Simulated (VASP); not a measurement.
Bi: single point with PBEsol

Bi:

```xyz
2
Lattice="2.2675 1.3091 3.9380 -2.2675 1.3091 3.9380 0.0000 -2.6183 3.9380" Properties=species:S:1:pos:R:3 pbc="T T T"
Bi    0.0000    0.0000    2.7645
Bi    0.0000    0.0000    9.0495
```

- Program: VASP 6.6.1
- Task: single point
- Functional: PBEsol
- Potentials or basis: VASP PAW PBE potentials, release 64 (Bi_d)
- Cutoff: 520 eV
- k mesh: 6 × 6 × 6
- Occupations: gaussian, width 0.1 eV
- Spin: no spin polarisation
- Dipole correction: no
- Further INCAR settings: ALGO = Fast; EDIFF = 1e-07; NBANDS = 22

```json
{"Pressure": "-0.4 GPa", "Largest force": "0.053 eV/Å", "Band gap on the k mesh": "zero (band 15 reaches 6.10 eV, above the bottom of band 16 at 5.93 eV)"}
```

Forces on the atoms (eV/Å):
```
Bi   0.000  0.000  0.053
Bi   0.000  0.000 -0.053
```

Stress tensor (GPa, compression positive):
```
-0.41  0.00  0.00
 0.00 -0.41  0.00
 0.00  0.00 -0.26
```

Levels at points of the mesh, in eV from the Fermi level:
| k point | band 12 | band 13 | band 14 | band 15 | band 16 | band 17 | band 18 | band 19 |
| --- | --- | --- | --- | --- | --- | --- | --- | --- |
| (0.00, 0.00, 0.00) | -7.38 | -1.39 | -1.13 | -1.13 | 2.59 | 3.06 | 3.06 | 5.71 |
| (0.50, 0.00, 0.00) | -10.46 | -1.24 | -1.10 | -0.19 | -0.19 | 0.60 | 1.10 | 7.55 |
| (0.50, 0.50, 0.00) | -9.38 | -4.64 | -2.95 | -2.84 | 2.40 | 5.06 | 5.52 | 6.90 |
| (0.50, 0.50, 0.50) | -9.85 | -0.88 | -0.52 | -0.52 | 0.76 | 0.76 | 0.81 | 7.05 |

Run time: 59 s on 1 thread of Intel(R) Xeon(R) Platinum 8488C (Sapphire Rapids), on a shared host, peak memory 0.21 GiB.

Caveat: the PAW data sets were made with another functional, which shifts forces and pressure a little; spin-orbit coupling is left out, which moves the levels of the heavy elements.
